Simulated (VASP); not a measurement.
# Si3B4 (P6/mmm) in VASP: notebook

Si3B4 is run at these levels: PBE; tasks: single point, relaxation of cell and atoms.

Everything below comes from runs of VASP 6.6.1. Logs are shortened: lines on timing, memory, paths and dates and some standing lists are left out, and cuts for length are marked.

## (1) The cell of the first run

The structure is hexagonal, space group P6/mmm (No. 191). The conventional cell has a = 5.285 Å, b = 5.285 Å, c = 3.089 Å, α = 90.00°, β = 90.00°, γ = 120.00°. Within 2.9 Å of Si (site symmetry mmm) lie 8 B at 2.17 to 2.75 Å and 4 Si at 2.64 Å. B (site symmetry 6mm) has 2 B at 1.52 to 1.57 Å within 2.0 Å. B (site symmetry -6m2) has 6 Si at 2.17 Å within 2.9 Å.

The cell was generated, and may not be a known phase.

## (2) Single point, PBE

INCAR

```
SYSTEM = Si3B4
ALGO = Normal ; EDIFF = 1E-6
ENCUT = 520 ; GGA = PE
ISIF = 2 ; ISMEAR = 0
LASPH = .True. ; LCHARG = .False.
LREAL = .False. ; LWAVE = .False.
NBANDS = 21 ; NELM = 100
PREC = Accurate ; SIGMA = 0.1
```

KPOINTS

```
k-points
0
Gamma
  6 6 4
  0 0 0
```

POSCAR

```
Si3B4
1.0
    5.2847373884      0.0000000032      0.0000000000
   -2.6423686970      4.5767168291      0.0000000000
    0.0000000000      0.0000000000      3.0887264023
Si B
3 4
Direct
    0.0000000000      0.5000000000      0.0000000000
    0.5000000000      0.0000000000      0.0000000000
    0.5000000000      0.5000000000      0.0000000000
    0.0000000000      0.0000000000      0.2465269229
    0.0000000000      0.0000000000      0.7534730771
    0.3333333333      0.6666666667      0.5000000000
    0.6666666667      0.3333333333      0.5000000000
```

Potentials or basis: VASP PAW PBE potentials, release 64 (Si, B).

Run with:

```
cat potpaw_PBE.64/Si/POTCAR potpaw_PBE.64/B/POTCAR > POTCAR
mpirun -np 1 vasp_std > vasp.out
```

OUTCAR:

```text
SYSTEM = Si3B4
   EDIFF = 1E-6
   ENCUT = 520
   GGA = PE
   ISIF = 2
   ISMEAR = 0
   LASPH = .True.
   LREAL = .False.
   NELM = 100
   PREC = Accurate

 ion  position               nearest neighbor table
   1  0.000  0.500  0.000-   6 2.17   7 2.17   6 2.17   7 2.17   2 2.64   2 2.64   3 2.64   3 2.64

   2  0.500  0.000  0.000-   6 2.17   7 2.17   6 2.17   7 2.17   1 2.64   1 2.64   3 2.64   3 2.64

   3  0.500  0.500  0.000-   6 2.17   7 2.17   6 2.17   7 2.17   1 2.64   1 2.64   2 2.64   2 2.64

   4  0.000  0.000  0.247-   5 1.52   5 1.57
   5  0.000  0.000  0.753-   4 1.52   4 1.57
   6  0.333  0.667  0.500-   1 2.17   1 2.17   2 2.17   2 2.17   3 2.17   3 2.17
   7  0.667  0.333  0.500-   1 2.17   1 2.17   2 2.17   2 2.17   3 2.17   3 2.17

  LATTYP: Found a hexagonal cell.
 ALAT       =     5.2847373884
 C/A-ratio  =     0.5844616630

  Lattice vectors:

 A1 = (   5.2847373884,   0.0000000032,   0.0000000000)
 A2 = (  -2.6423686970,   4.5767168291,   0.0000000000)
 A3 = (   0.0000000000,   0.0000000000,   3.0887264023)

Analysis of symmetry for initial positions (statically):
=====================================================================
 Subroutine PRICEL returns:
 Original cell was already a primitive cell.

 Routine SETGRP: Setting up the symmetry group for a
 hexagonal supercell.

 Subroutine GETGRP returns: Found 24 space group operations
 (whereof 24 operations were pure point group operations)
 out of a pool of 24 trial point group operations.

The static configuration has the point symmetry D_6h.

Analysis of symmetry for dynamics (positions and initial velocities):
=====================================================================
 Subroutine PRICEL returns:
 Original cell was already a primitive cell.

 Routine SETGRP: Setting up the symmetry group for a
 hexagonal supercell.

 Subroutine GETGRP returns: Found 24 space group operations
 (whereof 24 operations were pure point group operations)
 out of a pool of 24 trial point group operations.

The dynamic configuration has the point symmetry D_6h.

 Subroutine INISYM returns: Found 24 space group operations
 (whereof 24 operations are pure point group operations),
 and found     1 'primitive' translations

----------------------------------------------------------------------------------------

                                     Primitive cell

  volume of cell :      74.7062

  direct lattice vectors                    reciprocal lattice vectors
     5.284737388  0.000000003  0.000000000     0.189224161  0.109248621  0.000000000
    -2.642368697  4.576716829  0.000000000    -0.000000000  0.218497241  0.000000000
     0.000000000  0.000000000  3.088726402     0.000000000  0.000000000  0.323758038

  length of vectors
     5.284737388  5.284737388  3.088726402     0.218497241  0.218497241  0.323758038

  position of ions in fractional coordinates (direct lattice)
     1.000000000  0.500000000  0.000000000
     0.500000000  0.000000000  0.000000000
     0.500000000  0.500000000  0.000000000
     0.000000000  0.000000000  0.246526923
     0.000000000  0.000000000  0.753473077
     0.333333333  0.666666667  0.500000000
     0.666666667  0.333333333  0.500000000

  ion indices of the primitive-cell ions
   primitive index   ion index
                 1           1
                 2           2
                 3           3
                 4           4
                 5           5
                 6           6
                 7           7

----------------------------------------------------------------------------------------

 KPOINTS: k-points

Automatic generation of k-mesh.
 Grid dimensions read from file:
 generate k-points for:    6    6    4

 Generating k-lattice:

  Cartesian coordinates                     Fractional coordinates (reciprocal lattice)
     0.031537360  0.018208103  0.000000000     0.166666667  0.000000000  0.000000000
    -0.000000000  0.036416207  0.000000000     0.000000000  0.166666667  0.000000000
     0.000000000  0.000000000  0.080939510     0.000000000  0.000000000  0.250000000

  Length of vectors
     0.036416207  0.036416207  0.080939510

  Shift w.r.t. Gamma in fractional coordinates (k-lattice)
     0.000000000  0.000000000  0.000000000

 Subroutine IBZKPT returns following result:
 ===========================================

 Found     21 irreducible k-points:

 Following reciprocal coordinates:
            Coordinates               Weight
  0.000000  0.000000  0.000000      1.000000
  0.166667  0.000000  0.000000      6.000000
  0.333333  0.000000  0.000000      6.000000
  0.500000 -0.000000  0.000000      3.000000
  0.166667  0.166667  0.000000      6.000000
  0.333333  0.166667  0.000000     12.000000
[... 13 lines left out ...]
  0.333333  0.166667  0.500000     12.000000
  0.333333  0.333333  0.500000      2.000000
   k-points           NKPTS =     21   k-points in BZ     NKDIM =     21   number of bands    NBANDS=     21
   number of dos      NEDOS =    301   number of ions     NIONS =      7
   total plane-waves  NPLWV =  38400
   dimension x,y,z NGX =    40 NGY =   40 NGZ =   24
   dimension x,y,z NGXF=    80 NGYF=   80 NGZF=   48
   ions per type =               3   4
   NGX,Y,Z   is equivalent  to a cutoff of  12.58, 12.58, 12.92 a.u.
   NGXF,Y,Z  is equivalent  to a cutoff of  25.17, 25.17, 25.84 a.u.
 SYSTEM =  Si3B4
   PREC   = accura    normal or accurate (medium, high low for compatibility)
   ISTART =      0    job   : 0-new  1-cont  2-samecut
   ICHARG =      2    charge: 1-file 2-atom 10-const
   ISPIN  =      1    spin polarized calculation?
   LNONCOLLINEAR =      F non collinear calculations
   LSORBIT =      F    spin-orbit coupling
   LASPH  =      T    aspherical Exc in radial PAW
   ENCUT  =  520.0 eV  38.22 Ry    6.18 a.u.   9.83  9.83  5.74*2*pi/ulx,y,z
   NELM   =    100;   NELMIN=  2; NELMDL= -5     # of ELM steps
   EDIFF  = 0.1E-05   stopping-criterion for ELM
   LREAL  =      F    real-space projection
   EDIFFG = 0.1E-04   stopping-criterion for IOM
   NSW    =      0    number of steps for IOM
   IBRION =     -1    ionic relax: 0-MD 1-quasi-New 2-CG
   NFREE  =      0    steps in history (QN), initial steepest desc. (CG)
   ISIF   =      2    stress and relaxation
   ISYM   =      2    0-nonsym 1-usesym 2-fastsym
   POTIM  = 0.5000    time-step for ionic-motion
   TEBEG  =    0.0;   TEEND  =   0.0 temperature during run
   PSTRESS=    0.0 pullay stress
   NELECT =      24.0000    total number of electrons
   NUPDOWN=      -1.0000    fix difference up-down
   EMIN   =  10.00;   EMAX   =-10.00  energy-range for DOS
   EFERMI =   0.00;   METHOD = LEGACY
   ISMEAR =     0;   SIGMA  =   0.10  broadening in eV -4-tet -1-fermi 0-gaus
   EFERMI_NEDOS =   21; number of points for ismear=-14 and -15
   IALGO  =     38    algorithm
   IMIX   =      4    mixing-type and parameters
     AMIX     =   0.40;   BMIX     =  1.00
     AMIX_MAG =   1.60;   BMIX_MAG =  1.00
  volume/ion in A,a.u.               =      10.67        72.02
  Fermi-wavevector in a.u.,A,eV,Ry     =   1.121225  2.118809 17.104517  1.257147
  Thomas-Fermi vector in A             =   2.257877
   LORBIT       =      0    0 simple, 1 ext, 2 COOP (PROOUT), +10 PAW based schemes
   GGA     = PE    functional components
   LHFCALC =     F    Hartree Fock is set to
   AEXX    =    0.0000 exact exchange contribution
   IVDW    =     0    specifies the selected vdW correction
   LEPSILON=     F    determine dielectric tensor
   LRPA    =     F    only Hartree local field effects (RPA)
 non-spin polarized calculation
 Gauss-broadening in eV      SIGMA  =   0.10
  energy-cutoff  :      520.00
  volume of cell :       74.71
 maximum number of plane-waves:      2028
 NGX is ok and might be reduce to    40
   NGX = 19   NGY = 19   NGZ = 11

 number of electron      23.9999998 magnetization

 Free energy of the ion-electron system (eV)
  ---------------------------------------------------
  ext. energy  EPLUGINS =         0.00000000
  ---------------------------------------------------
  free energy    TOTEN  =       -37.47810455 eV

  energy without entropy =      -37.46419063  energy(sigma->0) =      -37.47114759

 E-fermi :   8.0154     XC(G=0): -11.2622

 val. band max:        7.9765934426   @ k =   0.3333   0.3333   0.2500
 cond. band min:       8.0265184675   @ k =   0.1667   0.1667   0.0000
 fundamental gap:      0.0499250250
 Fermi energy:         8.0153764280

 k-point     1 :       0.0000    0.0000    0.0000
  band No.  band energies     occupation
      1      -6.5522      2.00000
      2      -1.6278      2.00000
      3      -0.9471      2.00000
      4      -0.0348      2.00000
      5      -0.0348      2.00000
      6       1.4058      2.00000
[... 13 lines left out ...]
     20      14.4142      0.00000
     21      14.4143      0.00000

 k-point     2 :       0.1667    0.0000    0.0000
  band No.  band energies     occupation
      1      -6.3823      2.00000
      2      -2.4633      2.00000
      3      -1.4261      2.00000
      4      -0.4407      2.00000
      5       0.6361      2.00000
      6       2.1483      2.00000
[... 13 lines left out ...]
     20      14.3508      0.00000
     21      14.5109      0.00000

 k-point     3 :       0.3333    0.0000    0.0000
  band No.  band energies     occupation
      1      -5.8859      2.00000
      2      -3.7641      2.00000
      3      -1.9243      2.00000
      4      -0.8965      2.00000
      5       2.0045      2.00000
      6       3.5947      2.00000
[... 13 lines left out ...]
     20      14.3367      0.00000
     21      15.1591      0.00000
[... 385 lines left out ...]
 k-point    20 :       0.3333    0.1667    0.5000
  band No.  band energies     occupation
      1      -2.7844      2.00000
      2      -1.7017      2.00000
      3      -1.0967      2.00000
      4      -0.5527      2.00000
      5      -0.1207      2.00000
      6       0.7737      2.00000
[... 13 lines left out ...]
     20      13.4151      0.00000
     21      14.5079      0.00000

 k-point    21 :       0.3333    0.3333    0.5000
  band No.  band energies     occupation
      1      -2.1416      2.00000
      2      -2.1416      2.00000
      3      -1.1430      2.00000
      4      -0.4561      2.00000
      5      -0.4561      2.00000
      6       0.0910      2.00000
[... 13 lines left out ...]
     20      12.0067      0.00000
     21      12.0067      0.00000

------------------------ aborting loop because EDIFF is reached ----------------------------------------

  FORCE on cell =-STRESS in cart. coord.  units (eV):
  Direction    XX          YY          ZZ          XY          YZ          ZX
  --------------------------------------------------------------------------------------
  -------------------------------------------------------------------------------------
  Total        0.0107116      0.0107116     -0.1392523     -0.0000000      0.0000000      0.0000000
  in kB        0.2297253      0.2297253     -2.9864554     -0.0000000      0.0000000      0.0000000
  external PRESSURE =      -0.8423349 kB  Pullay stress =       0.0000000 kB

 VOLUME and BASIS-vectors are now :
 -----------------------------------------------------------------------------
  energy-cutoff  :      520.00
  volume of cell :       74.71
      direct lattice vectors                 reciprocal lattice vectors
     5.284737388  0.000000003  0.000000000     0.189224161  0.109248621  0.000000000
    -2.642368697  4.576716829  0.000000000    -0.000000000  0.218497241  0.000000000
     0.000000000  0.000000000  3.088726402     0.000000000  0.000000000  0.323758038

 POSITION                                       TOTAL-FORCE (eV/Angst)
 -----------------------------------------------------------------------------------
     -1.32118      2.28836      0.00000         0.000000      0.000000      0.000000
      2.64237      0.00000      0.00000         0.000000      0.000000      0.000000
      1.32118      2.28836      0.00000         0.000000      0.000000      0.000000
      0.00000      0.00000      0.76145         0.000000      0.000000     -0.002532
      0.00000      0.00000      2.32727         0.000000     -0.000000      0.002532
     -0.00000      3.05114      1.54436         0.000000      0.000000      0.000000
      2.64237      1.52557      1.54436        -0.000000     -0.000000      0.000000
 -----------------------------------------------------------------------------------
    total drift:                               -0.000000     -0.000000      0.000000

  FREE ENERGIE OF THE ION-ELECTRON SYSTEM (eV)
  ---------------------------------------------------
  free  energy   TOTEN  =       -37.4781045476 eV

  energy  without entropy=      -37.4641906286  energy(sigma->0) =      -37.47114759
```

Run time: 27 s. Hardware: 1 thread of Intel Xeon Platinum 8375C at 2.90GHz (Ice Lake), shared host; peak memory 0.18 GiB.

What came out:

| Item | Value |
| --- | --- |
| Free energy | -37.4781 eV |
| Pressure | -0.1 GPa |
| Band gap on the k mesh | zero (bands 12 and 13 overlap by 2.60 eV) |

Forces on the atoms (eV/Å):
```
Si   0.000  0.000  0.000
Si   0.000  0.000  0.000
Si   0.000  0.000  0.000
B    0.000  0.000 -0.003
B    0.000  0.000  0.003
B    0.000  0.000  0.000
B    0.000  0.000  0.000
```

Stress tensor (GPa, compression positive):
```
 0.02  0.00  0.00
 0.00  0.02  0.00
 0.00  0.00 -0.30
```

Levels at points of the mesh, in eV from the Fermi level:
```tsv
k point	band 10	band 11	band 12	band 13	band 14	band 15
(0.00, 0.00, 0.00)	0.36	0.79	0.79	2.58	5.22	5.22
(0.50, 0.00, 0.00)	-1.70	-1.49	-0.88	1.18	3.13	4.07
(0.00, 0.00, 0.50)	-4.14	-3.84	-3.84	-1.81	-1.81	3.60
(0.50, 0.00, 0.50)	-1.55	-1.10	-0.04	0.69	0.84	1.05
```

Caveat: the k points lie up to 0.51 Å⁻¹ apart, too coarse for converged energies and pressures of a metal.

(Continued in part 2 of 2.)

The gap in the log of VASP goes by the Fermi energy; the results here count the filled bands.